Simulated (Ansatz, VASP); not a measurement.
## One calculation of Cd, two programs

```
CELL_PARAMETERS angstrom
-1.51164 1.51164 1.51164
1.51164 -1.51164 1.51164
1.51164 1.51164 -1.51164
ATOMIC_POSITIONS crystal
Cd 0.00000 0.00000 0.00000
```

Change from the starting cell: volume scaled by 0.68, LAPW.

Alike in both runs: task single point; functional LDA; k mesh 15 × 15 × 15; occupations fermi-dirac, width 0.1 eV; no spin polarisation.

|  | VASP | Ansatz |
| --- | --- | --- |
| version | VASP 6.6.1 | Ansatz 0.2.0 |
| potentials or method | VASP PAW LDA potentials, release 64 (Cd), cutoff 520 eV | all-electron LAPW, scalar-relativistic |

VASP gave:

```
pressure (GPa) : 76.8
```

Q: Estimate Ansatz's values.

A: Pressure (GPa): 73.0.

LDA's correlation is that of Perdew and Zunger in VASP and of Perdew and Wang (1992) in Ansatz. Both programs put the cell under a high pressure, so it lies far from rest at this level. Ansatz ran all-electron here, and VASP with PAW potentials.

Noted on VASP's run: the cell as given lies far from equilibrium.
